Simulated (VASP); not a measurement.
The system is SnTe (rocksalt type).

```
Sn Te
1.0
     0.00000    2.89164    2.89164
     2.89164    0.00000    2.89164
     2.89164    2.89164    0.00000
Sn Te
1 1
Direct
  0.00000 0.00000 0.00000
  0.50000 0.50000 0.50000
```

* Program: VASP 6.6.1
* Task: relaxation of cell and atoms
* Functional: PBE
* Potentials or basis: VASP PAW PBE potentials, release 64 (Sn_d, Te)
* Cutoff: 600 eV
* k mesh: 12 × 12 × 12
* Occupations: fermi-dirac, width 0.1 eV
* Spin: no spin polarisation

At the start: pressure 24.4 GPa; volume 24.18 Å³/atom.

**Question.** How do energy, volume and symmetry change on relaxing?

**Answer.** Over 5 steps the energy falls by 504.7 meV/atom and the volume is 32.89 Å³/atom (+36.0 %); space group Fm-3m (No. 225, to 0.1 Å) before and after.

The path:
```csv
step,energy change (eV),largest force (eV/Å),pressure (GPa),volume (Å³)
1,0.0000,0.0000,24.45,48.36
2,-0.7676,0.0000,-4.95,79.05
3,-1.0093,0.0000,0.13,65.57
4,-1.0093,0.0000,-0.10,65.95
5,-1.0094,0.0000,0.01,65.77
```

Final structure:
```
Sn Te
1.0
     0.00000    3.20381    3.20381
     3.20381    0.00000    3.20381
     3.20381    3.20381    0.00000
Sn Te
1 1
Direct
  0.00000 0.00000 0.00000
  0.50000 0.50000 0.50000
```

Caveat: the volume moved by over 15 % at a fixed basis, so the end points are rough.
